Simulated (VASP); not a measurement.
Input of a VASP 6.6.1 run:

INCAR

```
SYSTEM = Ca
  ALGO = Normal
  EDIFF = 1E-6
  ENCUT = 520
  GGA = PS
  ISIF = 2
  ISMEAR = 0
  LASPH = .TRUE.
  LCHARG = .FALSE.
  LREAL = .FALSE.
  LWAVE = .FALSE.
  NBANDS = 17
  NELM = 60
  PREC = Accurate
  SIGMA = 0.15
```

File KPOINTS:

```
k-points
0
G
  9 9 5
  0 0 0
```

File POSCAR:

```
Ca
1.0
    1.9580455611     -3.3727007899      0.0000000000
    1.9580455611      3.3727007899      0.0000000000
    0.0000000000      0.0000000000      6.4654253683
Ca
2
Direct
    0.8355870000      0.1644130000      0.2500000000
    0.1644130000      0.8355870000      0.7500000000
```

Potentials or basis: VASP PAW PBE potentials, release 64 (Ca_sv).

Command:

```bash
$ cat potpaw_PBE.64/Ca_sv/POTCAR > POTCAR
$ mpirun -np 1 vasp_std > vasp.out
```

**Question.** Predict the largest force.

**Answer.** 0.016 eV/Å.

**Question.** Predict the pressure.

**Answer.** -0.8 GPa.

**Question.** Predict the band gap on the k mesh.

**Answer.** Zero (band 10 reaches 2.08 eV, above the bottom of band 11 at 1.63 eV).

Stress tensor (GPa, compression positive):
```
-0.83  0.00  0.00
 0.00 -0.60  0.00
 0.00  0.00 -0.83
```

Caveat: the PAW data sets were made with another functional, which shifts forces and pressure a little.
